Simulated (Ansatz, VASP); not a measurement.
**Two plane-wave programs on Ru**

INCAR

```
SYSTEM = Ru
PREC = Accurate
ENCUT = 520
EDIFF = 1E-7
ISMEAR = 0
SIGMA = 0.15
LREAL = .FALSE.
LASPH = .TRUE.
NELM = 80
ALGO = Fast
ISIF = 2
LWAVE = .FALSE.
LCHARG = .TRUE.
GGA = PE
LELF = .TRUE.
LVHAR = .TRUE.
NBANDS = 21
```

Contents of KPOINTS:

```
regular mesh
0
G
  12 12 8
  0 0 0
```

Contents of POSCAR:

```
Ru
1.0
    2.7200250911      0.0000000000      0.0000000000
   -1.3600125456      2.3556108278      0.0000000000
    0.0000000000      0.0000000000      4.2967694974
Ru
2
Direct
    0.3605904365      0.6661644687      0.2488335643
    0.6394095635      0.3338355313      0.7511664357
```

Input for Ansatz:

```yaml
crystal:
  lattice:
    - [2.7200250911, 0.0, 0.0]
    - [-1.3600125456, 2.3556108278, 0.0]
    - [0.0, 0.0, 4.2967694974]
  atoms:
    - { symbol: Ru, position: [0.3605904365, 0.6661644687, 0.2488335643] }
    - { symbol: Ru, position: [0.6394095635, 0.3338355313, 0.7511664357] }
basis:
  ecutwfc: 420
kpoints:
  mp_grid: { grid: [12, 12, 8] }
hamiltonian:
  xc: pbe
scf:
  occupations: { method: gaussian, width: 0.15 }
output:
  forces: true
  stress: true
  eigenvalues: true
```

Change from the starting cell: atom 2 moved 0.15 Å.

Alike in both runs: task single point; functional PBE; k mesh 12 × 12 × 8; occupations gaussian, width 0.15 eV; no spin polarisation.

|  | VASP | Ansatz |
| --- | --- | --- |
| version | VASP 6.6.1 | Ansatz 0.2.0 |
| potentials or method | VASP PAW PBE potentials, release 64 (Ru_pv), cutoff 520 eV | scalar-relativistic, plane waves, PAW |
| valence electrons in the cell | 28 | 32 |

|  | VASP | Ansatz | Ansatz less VASP |
| --- | --- | --- | --- |
| gap on the k mesh at the Fermi level (eV) | none | none | - |
| pressure (GPa) | 0.9 | 1.0 | +0.09 |
| traceless stress, the component that is largest in VASP (GPa) | -2.27 | -2.25 | +0.016 |
| rms of the force components (eV/Å) | 0.601 | 0.601 | +0.0001 |

Atom by atom the forces differ by 0.001 eV/Å (rms over components). A gap of «none» marks a metal or a gap that the smearing closes. With one functional, cell and mesh, what is left measures potentials, basis and numerics. VASP's potentials hold 28 valence electrons a cell and Ansatz's 32, so a difference there can come from the potentials and not from the codes.
